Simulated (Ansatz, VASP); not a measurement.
One calculation of Si2Br, two programs

File INCAR:

```
  PREC = Accurate
  ENCUT = 600
  EDIFF = 1E-7
  ISMEAR = 0
  SIGMA = 0.1
  LREAL = False
  LASPH = True
  NELM = 100
  ALGO = Normal
  ISIF = 3
  LWAVE = False
  LCHARG = False
  GGA = PE
  IBRION = 2
  NSW = 90
  EDIFFG = -0.04
```

The input KPOINTS:

```
Automatic mesh
0
Gamma
  4 4 4
```

File POSCAR:

```
Si2Br
1.0
    4.2846010000      0.0000000000      0.0000000000
    0.0000000000      4.2846010000      0.0000000000
    0.0000000000      0.0000000000      4.6708664800
Si Br
4 2
Direct
    0.5000000000      0.0000000000      0.7072967400
    0.0000000000      0.5000000000      0.7927032600
    0.0000000000      0.5000000000      0.2072967400
    0.5000000000      0.0000000000      0.2927032600
    0.5000000000      0.5000000000      0.7500000000
    0.5000000000      0.5000000000      0.2500000000
```

Input for Ansatz:

```yaml
crystal:
  lattice:
    - [4.284601, 0.0, 0.0]
    - [0.0, 4.284601, 0.0]
    - [0.0, 0.0, 4.67086648]
  atoms:
    - { symbol: Si, position: [0.5, 0.0, 0.70729674] }
    - { symbol: Si, position: [0.0, 0.5, 0.79270326] }
    - { symbol: Si, position: [0.0, 0.5, 0.20729674] }
    - { symbol: Si, position: [0.5, 0.0, 0.29270326] }
    - { symbol: Br, position: [0.5, 0.5, 0.75] }
    - { symbol: Br, position: [0.5, 0.5, 0.25] }
basis:
  ecutwfc: 420
kpoints:
  mp_grid: { grid: [4, 4, 4] }
hamiltonian:
  xc: pbe
scf:
  occupations: { method: gaussian, width: 0.1 }
  lower_state_search: "off"
output:
  forces: true
  stress: true
  eigenvalues: true
relax:
  adjacent_minimum: "off"
  f_tol: 0.04
  max_steps: 70
  cell: { stress_tol: 0.4 }
```

Alike in both runs: task relaxation of cell and atoms; functional PBE; k mesh 4 × 4 × 4; occupations gaussian, width 0.1 eV; no spin polarisation.

```csv
,VASP,Ansatz
version,VASP 6.6.1,Ansatz 0.2.0
potentials or method,"VASP PAW PBE potentials, release 64 (Si, Br), cutoff 600 eV","scalar-relativistic, plane waves, PAW"
valence electrons in the cell,30,30
```

VASP gave:

- gap on the k mesh at the Fermi level, each at its own relaxed structure (eV): none
- relaxed volume (Å³/atom): 33.48
- relaxed length of the cell vector where the two differ most in proportion (Å): 7.360

Problem. Estimate Ansatz's values.

Solution. gap on the k mesh at the Fermi level, each at its own relaxed structure (eV): none; relaxed volume (Å³/atom): 28.65; relaxed length of the cell vector where the two differ most in proportion (Å): 5.569.

A gap of «none» marks a metal or a gap that the smearing closes. One of these differences is far larger than is usual between the two programs; its cause wasn't traced.

The k mesh is coarse, so the values compare programs but aren't converged. Noted on VASP's run: the volume moved by over 15 % at a fixed basis, so the end points are rough.
